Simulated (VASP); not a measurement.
# InSe in VASP: settings compared

The runs below take InSe through single point, with PBE, LDA.

All numbers are computed with VASP 6.6.1; they aren't measurements. Logs are shortened: lines on timing, memory, paths and dates and some standing lists are left out, and cuts for length are marked.

### 1 The cell of the first run

The typed cell holds 4 atoms: a = 6.178 Å, b = 6.178 Å, c = 5.073 Å, α = 108.68°, β = 108.68°, γ = 38.85°.

### 2 Single point, PBE (atoms moved at random)

Contents of INCAR:

```
ALGO = Normal
EDIFF = 1E-6
ENCUT = 520
GGA = PE
ISIF = 2
ISMEAR = -1
LASPH = T
LCHARG = T
LELF = T
LREAL = F
LVHAR = T
LWAVE = F
NBANDS = 27
NELM = 80
PREC = Accurate
SIGMA = 0.05
```

Contents of KPOINTS:

```
k-points
0
Gamma
  7 7 6
```

Contents of POSCAR:

```
InSe
1.0
    5.8263928781     -2.0546489550      0.0000000000
    5.8263928781      2.0546489550      0.0000000000
   -1.7232330140      0.0000000000      4.7713478577
In Se
2 2
Direct
    0.8872450000      0.8921990000      0.0483360000
    0.1141470000      0.1169050000      0.9492620000
    0.6542730000      0.6640000000      0.6720480000
    0.3481000000      0.3374030000      0.3368180000
```

Potentials or basis: VASP PAW PBE potentials, release 64 (In_d, Se).

Run with:

```sh
$ cat potpaw_PBE.64/In_d/POTCAR potpaw_PBE.64/Se/POTCAR > POTCAR
$ mpirun -np 1 vasp_std > vasp.out
```

OUTCAR:

```text
EDIFF = 1E-6
   ENCUT = 520
   GGA = PE
   ISIF = 2
   ISMEAR = -1
   LASPH = T
   LREAL = F
   NELM = 80
   PREC = Accurate

 ion  position               nearest neighbor table
   1  0.887  0.892  0.048-   4 2.66   4 2.71   3 2.72   2 2.84   2 3.68   2 3.69
   2  0.114  0.117  0.949-   3 2.62   3 2.65   4 2.71   1 2.84   1 3.68   1 3.69
   3  0.654  0.664  0.672-   2 2.62   2 2.65   1 2.72
   4  0.348  0.337  0.337-   1 2.66   1 2.71   2 2.71

  LATTYP: Found a base centered monoclinic cell.
 ALAT       =    11.6527857562
 B/A-ratio  =     0.3526451096
 C/A-ratio  =     0.4353462338
 COS(beta)  =    -0.3396874117

  Lattice vectors:

 A1 = (   5.8263928781,  -2.0546489550,   0.0000000000)
 A2 = (   5.8263928781,   2.0546489550,   0.0000000000)
 A3 = (  -1.7232330140,   0.0000000000,   4.7713478577)

Analysis of symmetry for initial positions (statically):
=====================================================================
 Subroutine PRICEL returns:
 Original cell was already a primitive cell.

 Routine SETGRP: Setting up the symmetry group for a
 base centered monoclinic supercell.

 Subroutine GETGRP returns: Found  1 space group operations
 (whereof  1 operations were pure point group operations)
 out of a pool of  4 trial point group operations.

The static configuration has the point symmetry C_1 .

Analysis of symmetry for dynamics (positions and initial velocities):
=====================================================================
 Subroutine PRICEL returns:
 Original cell was already a primitive cell.

 Routine SETGRP: Setting up the symmetry group for a
 base centered monoclinic supercell.

 Subroutine GETGRP returns: Found  1 space group operations
 (whereof  1 operations were pure point group operations)
 out of a pool of  4 trial point group operations.

The dynamic configuration has the point symmetry C_1 .

 Subroutine INISYM returns: Found  1 space group operations
 (whereof  1 operations are pure point group operations),
 and found     1 'primitive' translations

----------------------------------------------------------------------------------------

                                     Primitive cell

  volume of cell :     114.2374

  direct lattice vectors                    reciprocal lattice vectors
     5.826392878 -2.054648955  0.000000000     0.085816389 -0.243350573  0.030993681
     5.826392878  2.054648955  0.000000000     0.085816389  0.243350573  0.030993681
    -1.723233014  0.000000000  4.771347858     0.000000000  0.000000000  0.209584384

  length of vectors
     6.178060885  6.178060885  5.072996393     0.259893367  0.259893367  0.209584384

  position of ions in fractional coordinates (direct lattice)
     0.887245000  0.892199000  0.048336000
     0.114147000  0.116905000  0.949262000
     0.654273000  0.664000000  0.672048000
     0.348100000  0.337403000  0.336818000

  ion indices of the primitive-cell ions
   primitive index   ion index
                 1           1
                 2           2
                 3           3
                 4           4

----------------------------------------------------------------------------------------

 KPOINTS: k-points

Automatic generation of k-mesh.
 Grid dimensions read from file:
 generate k-points for:    7    7    6

 Generating k-lattice:

  Cartesian coordinates                     Fractional coordinates (reciprocal lattice)
     0.012259484 -0.034764368  0.004427669     0.142857143  0.000000000  0.000000000
     0.012259484  0.034764368  0.004427669     0.000000000  0.142857143  0.000000000
     0.000000000  0.000000000  0.034930731     0.000000000  0.000000000  0.166666667

  Length of vectors
     0.037127624  0.037127624  0.034930731

  Shift w.r.t. Gamma in fractional coordinates (k-lattice)
     0.000000000  0.000000000  0.000000000

 Subroutine IBZKPT returns following result:
 ===========================================

 Found    148 irreducible k-points:

 Following reciprocal coordinates:
            Coordinates               Weight
  0.000000  0.000000  0.000000      1.000000
  0.142857  0.000000  0.000000      2.000000
  0.000000 -0.142857  0.000000      2.000000
  0.285714  0.000000  0.000000      2.000000
  0.000000 -0.285714  0.000000      2.000000
  0.428571  0.000000  0.000000      2.000000
[... 16 lines left out ...]
 -0.285714  0.285714  0.000000      2.000000
  0.428571  0.428571 -0.000000      2.000000
 [... further k-points ...]
   k-points           NKPTS =    148   k-points in BZ     NKDIM =    148   number of bands    NBANDS=     27
   number of dos      NEDOS =    301   number of ions     NIONS =      4
   total plane-waves  NPLWV =  92160
   dimension x,y,z NGX =    48 NGY =   48 NGZ =   40
   dimension x,y,z NGXF=    96 NGYF=   96 NGZF=   80
   ions per type =               2   2
   NGX,Y,Z   is equivalent  to a cutoff of  12.92, 12.92, 13.11 a.u.
   NGXF,Y,Z  is equivalent  to a cutoff of  25.83, 25.83, 26.22 a.u.
 SYSTEM =  unknown system
   PREC   = accura    normal or accurate (medium, high low for compatibility)
   ISTART =      0    job   : 0-new  1-cont  2-samecut
   ICHARG =      2    charge: 1-file 2-atom 10-const
   ISPIN  =      1    spin polarized calculation?
   LNONCOLLINEAR =      F non collinear calculations
   LSORBIT =      F    spin-orbit coupling
   LASPH  =      T    aspherical Exc in radial PAW
   ENCUT  =  520.0 eV  38.22 Ry    6.18 a.u.  11.49 11.49  9.43*2*pi/ulx,y,z
   NELM   =     80;   NELMIN=  2; NELMDL= -5     # of ELM steps
   EDIFF  = 0.1E-05   stopping-criterion for ELM
   LREAL  =      F    real-space projection
   EDIFFG = 0.1E-04   stopping-criterion for IOM
   NSW    =      0    number of steps for IOM
   IBRION =     -1    ionic relax: 0-MD 1-quasi-New 2-CG
   NFREE  =      0    steps in history (QN), initial steepest desc. (CG)
   ISIF   =      2    stress and relaxation
   ISYM   =      2    0-nonsym 1-usesym 2-fastsym
   POTIM  = 0.5000    time-step for ionic-motion
   TEBEG  =    0.0;   TEEND  =   0.0 temperature during run
   PSTRESS=    0.0 pullay stress
   NELECT =      38.0000    total number of electrons
   NUPDOWN=      -1.0000    fix difference up-down
   EMIN   =  10.00;   EMAX   =-10.00  energy-range for DOS
   EFERMI =   0.00;   METHOD = LEGACY
   ISMEAR =    -1;   SIGMA  =   0.05  broadening in eV -4-tet -1-fermi 0-gaus
   EFERMI_NEDOS =   21; number of points for ismear=-14 and -15
   IALGO  =     38    algorithm
   IMIX   =      4    mixing-type and parameters
     AMIX     =   0.40;   BMIX     =  1.00
     AMIX_MAG =   1.60;   BMIX_MAG =  1.00
  volume/ion in A,a.u.               =      28.56       192.73
  Fermi-wavevector in a.u.,A,eV,Ry     =   1.134314  2.143542 17.506177  1.286668
  Thomas-Fermi vector in A             =   2.271018
   LORBIT       =      0    0 simple, 1 ext, 2 COOP (PROOUT), +10 PAW based schemes
   GGA     = PE    functional components
[... 5 lines left out ...]
 non-spin polarized calculation
  energy-cutoff  :      520.00
  volume of cell :      114.24
 maximum number of plane-waves:      3097
 NGX is ok and might be reduce to    48
   NGX = 23   NGY = 23   NGZ = 19

 number of electron      38.0000002 magnetization

 Free energy of the ion-electron system (eV)
  ---------------------------------------------------
  ext. energy  EPLUGINS =         0.00000000
  ---------------------------------------------------
  free energy    TOTEN  =       -14.03036406 eV

  energy without entropy =      -14.03036342  energy(sigma->0) =      -14.03036374

 E-fermi :   4.5236     XC(G=0):  -9.0744

 val. band max:        3.9825237011   @ k =  -0.4286  -0.4286   0.1667
 cond. band min:       5.0046819549   @ k =   0.0000   0.0000   0.5000
 fundamental gap:      1.0221582537
 Fermi energy:         4.5236046006

 k-point     1 :       0.0000    0.0000    0.0000
  band No.  band energies     occupation
      1     -10.5557      2.00000
      2     -10.4093      2.00000
      3     -10.2635      2.00000
      4     -10.2396      2.00000
      5     -10.1885      2.00000
      6     -10.1835      2.00000
[... 19 lines left out ...]
     26      10.6694      0.00000
     27      12.1825      0.00000

 k-point     2 :       0.1429    0.0000    0.0000
  band No.  band energies     occupation
      1     -10.5532      2.00000
      2     -10.4063      2.00000
      3     -10.3353      2.00000
      4     -10.2188      2.00000
      5     -10.2065      2.00000
      6     -10.1715      2.00000
[... 19 lines left out ...]
     26      10.5532      0.00000
     27      12.5764      0.00000

 k-point     3 :       0.0000   -0.1429    0.0000
  band No.  band energies     occupation
      1     -10.5551      2.00000
      2     -10.4063      2.00000
      3     -10.3307      2.00000
      4     -10.2191      2.00000
      5     -10.2066      2.00000
      6     -10.1717      2.00000
[... 19 lines left out ...]
     26      10.5735      0.00000
     27      12.5557      0.00000

 k-point     4 :       0.2857    0.0000    0.0000
  band No.  band energies     occupation
      1     -10.5568      2.00000
      2     -10.4274      2.00000
      3     -10.3977      2.00000
      4     -10.2372      2.00000
      5     -10.1962      2.00000
      6     -10.1725      2.00000
[... 19 lines left out ...]
     26      11.2504      0.00000
     27      11.6287      0.00000
[... 516 lines left out ...]
      4     -10.2607      2.00000
      5     -10.2414      2.00000
      6     -10.1746      2.00000
[... 19 lines left out ...]
     26      10.0942      0.00000
     27      10.5266      0.00000

 k-point    23 :      -0.2857    0.2857    0.0000
  band No.  band energies     occupation
      1     -10.5810      2.00000
      2     -10.4571      2.00000
      3     -10.3876      2.00000
      4     -10.2526      2.00000
      5     -10.2092      2.00000
      6     -10.1747      2.00000
[... 19 lines left out ...]
     26      10.4339      0.00000
     27      10.7465      0.00000

 k-point    24 :       0.4286    0.4286   -0.0000
  band No.  band energies     occupation
      1     -10.5334      2.00000
      2     -10.3766      2.00000
      3     -10.3117      2.00000
      4     -10.2677      2.00000
      5     -10.2179      2.00000
      6     -10.1984      2.00000
[... 19 lines left out ...]
     26      10.6997      0.00000
     27      12.0742      0.00000

 [... further k-points ...]
[... 5 lines left out ...]
  --------------------------------------------------------------------------------------
  -------------------------------------------------------------------------------------
  Total        0.8333985      1.7763761      1.2106297     -0.1888463      0.3915553     -0.3558224
  in kB       11.6883938     24.9136316     16.9790513     -2.6485653      5.4915529     -4.9904004
  external PRESSURE =      17.8603589 kB  Pullay stress =       0.0000000 kB

 VOLUME and BASIS-vectors are now :
 -----------------------------------------------------------------------------
  energy-cutoff  :      520.00
  volume of cell :      114.24
      direct lattice vectors                 reciprocal lattice vectors
     5.826392878 -2.054648955  0.000000000     0.085816389 -0.243350573  0.030993681
     5.826392878  2.054648955  0.000000000     0.085816389  0.243350573  0.030993681
    -1.723233014  0.000000000  4.771347858     0.000000000  0.000000000  0.209584384

 POSITION                                       TOTAL-FORCE (eV/Angst)
 -----------------------------------------------------------------------------------
     10.28445      0.01018      0.23063         0.242916     -0.123451     -0.074265
     -0.28960      0.00567      4.52926        -0.446886      0.066922      0.381421
      6.52268      0.01999      3.20657         0.353979     -0.123496     -0.436674
      3.41359     -0.02198      1.60708        -0.150008      0.180024      0.129519
 -----------------------------------------------------------------------------------
    total drift:                               -0.000140     -0.000079      0.000317

  FREE ENERGIE OF THE ION-ELECTRON SYSTEM (eV)
  ---------------------------------------------------
  free  energy   TOTEN  =       -14.0303640631 eV

  energy  without entropy=      -14.0303634201  energy(sigma->0) =      -14.03036374
```

Wall time 10 min (1 thread of AMD EPYC 7R43 (Zen 3), shared host); peak memory 0.52 GiB.

What came out:

- Free energy: -14.0304 eV
- Pressure: 1.8 GPa
- Largest force: 0.591 eV/Å
- Band gap on the k mesh: 1.02 eV (least direct gap 1.15 eV)

Forces in eV/Å, atoms in the order of the input:
```
In   0.243 -0.123 -0.074
In  -0.447  0.067  0.381
Se   0.354 -0.123 -0.437
Se  -0.150  0.180  0.130
```

Stress tensor (GPa, compression positive):
```
 1.17 -0.26 -0.50
-0.26  2.49  0.55
-0.50  0.55  1.70
```

Levels at points of the mesh, in eV from the valence-band top:
```tsv
k point	band 16	band 17	band 18	band 19	band 20	band 21	band 22	band 23
(0.00, 0.00, 0.00)	-2.18	-2.05	-1.40	-1.27	2.59	2.93	3.55	4.96
(0.00, 0.00, 0.50)	-1.90	-1.54	-1.15	-0.34	1.02	2.13	3.45	3.97
```

Caveat: the cell differs from its parent crystal (atoms moved at random); spin-orbit coupling is left out, which moves the levels of the heavy elements. A k mesh can miss the band edges.

### 3 Single point, LDA

This run uses another cell than the first one, of 26.85 Å³/atom.

Contents of INCAR:

```
  ALGO = Normal
  EDIFF = 1E-7
  ENCUT = 520
  GGA = CA
  ISIF = 2
  ISMEAR = -1
  LASPH = T
  LCHARG = T
  LELF = T
  LREAL = F
  LVHAR = T
  LWAVE = F
  NBANDS = 27
  NELM = 60
  PREC = Accurate
  SIGMA = 0.05
```

KPOINTS is that of step 2.

Contents of POSCAR:

```
InSe
1.0
    5.7074535273     -2.0127055746      0.0000000000
    5.7074535273      2.0127055746      0.0000000000
   -1.6880551226      0.0000000000      4.6739460813
In Se
2 2
Direct
    0.8882032500      0.8882032500      0.0468413600
    0.1117967500      0.1117967500      0.9531586400
    0.6609275900      0.6609275900      0.6689556200
    0.3390724100      0.3390724100      0.3310443800
```

Potentials or basis: VASP PAW LDA potentials, release 64 (In_d, Se).

Run with:

```sh
$ cat potpaw_LDA.64/In_d/POTCAR potpaw_LDA.64/Se/POTCAR > POTCAR
$ mpirun -np 1 vasp_std > vasp.out
```

It took 5 min on 1 thread of Intel Xeon Platinum 8488C (Sapphire Rapids), shared host; peak memory 0.38 GiB.

Results (log left out):

```yaml
Free_energy: -16.5791 eV
Pressure: 0.6 GPa
Largest_force: 0.436 eV/Å
Band_gap_on_the_k_mesh: 1.11 eV (least direct gap 1.27 eV)
```

Forces in eV/Å, atoms in the order of the input:
```
In   0.226  0.000 -0.055
In  -0.226  0.000  0.055
Se   0.031  0.000 -0.435
Se  -0.031  0.000  0.435
```

Stress tensor (GPa, compression positive):
```
0.46 0.00 0.16
0.00 0.83 0.00
0.16 0.00 0.47
```

Levels at points of the mesh, in eV from the valence-band top:
```
           k point  band 17  band 18  band 19  band 20  band 21  band 22
(0.00, 0.00, 0.00)    -2.11    -1.48    -1.20     2.76     3.02     3.62
(0.00, 0.00, 0.50)    -1.58    -1.11    -0.39     1.11     2.07     3.64
```

Caveat: spin-orbit coupling is left out, which moves the levels of the heavy elements.
